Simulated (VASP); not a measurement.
Write the native input for VASP 6.6.1 that does the following.

```
Task                    : single point
Functional              : PBE
Potentials or basis     : VASP PAW PBE potentials, release 64 (B, P)
Cutoff                  : 520 eV
k mesh                  : 15 × 15 × 15
Occupations             : fermi-dirac, width 0.05 eV
Spin                    : no spin polarisation
Dipole correction       : no
k mesh for the DOS      : 23 × 23 × 23
Occupations for the DOS : tetrahedron
Further INCAR settings  : ALGO = Normal; EDIFF = 1e-07; NBANDS = 11
```

The system is BP.

```
CELL_PARAMETERS angstrom
0.00000 2.26900 2.26900
2.26900 0.00000 2.26900
2.26900 2.26900 0.00000
ATOMIC_POSITIONS crystal
B 0.00000 0.00000 0.00000
P 0.75000 0.75000 0.75000
```

One way to write it, as run:

POSCAR

```
BP
1.0
    0.0000000000      2.2690000000      2.2690000000
    2.2690000000      0.0000000000      2.2690000000
    2.2690000000      2.2690000000      0.0000000000
B P
1 1
Direct
    0.0000000000      0.0000000000      0.0000000000
    0.7500000000      0.7500000000      0.7500000000
```

INCAR.step1

```
PREC     = Accurate       # precision mode
ENCUT    = 520            # plane-wave cutoff, eV
EDIFF    = 1E-7           # SCF threshold, eV
ISMEAR   = -1             # smearing method
SIGMA    = 0.05           # smearing width, eV
LREAL    = F              # projectors in reciprocal space
LASPH    = T              # aspherical terms in the spheres
NELM     = 60             # most SCF steps
ALGO     = Normal         # electronic algorithm
ISIF     = 2              # what is computed and relaxed
LWAVE    = F              # write WAVECAR
LCHARG   = T              # write CHGCAR
GGA      = PE             # functional
NBANDS   = 11             # bands
```

KPOINTS.step1

```
Automatic mesh
0
Gamma
  15 15 15
```

INCAR.step2

```
PREC     = Accurate       # precision mode
ENCUT    = 520            # plane-wave cutoff, eV
EDIFF    = 1E-7           # SCF threshold, eV
ISMEAR   = -5             # smearing method
SIGMA    = 0.05           # smearing width, eV
LREAL    = F              # projectors in reciprocal space
LASPH    = T              # aspherical terms in the spheres
NELM     = 60             # most SCF steps
ALGO     = Normal         # electronic algorithm
ISIF     = 2              # what is computed and relaxed
LWAVE    = F              # write WAVECAR
LCHARG   = F              # write CHGCAR
GGA      = PE             # functional
LORBIT   = 11             # projections on sites
NBANDS   = 11             # bands
NEDOS    = 1001           # points of the DOS
ICHARG   = 11             # starting density
```

KPOINTS.step2

```
Automatic mesh
0
Gamma
  23 23 23
```

Potentials or basis: VASP PAW PBE potentials, release 64 (B, P).

Run with:

```sh
$ cat potpaw_PBE.64/B/POTCAR potpaw_PBE.64/P/POTCAR > POTCAR
$ cp INCAR.step1 INCAR
$ cp KPOINTS.step1 KPOINTS
$ mpirun -np 1 vasp_std > vasp.out
$ cp INCAR.step2 INCAR
$ cp KPOINTS.step2 KPOINTS
$ mpirun -np 1 vasp_std > vasp.out
```

Results of the run:

* Valence electrons inside the program's atomic spheres: B 1.94; P 2.57

It took 24 s on 1 thread of Intel(R) Xeon(R) 6975P-C (Granite Rapids), on a shared host, peak memory 0.19 GiB.
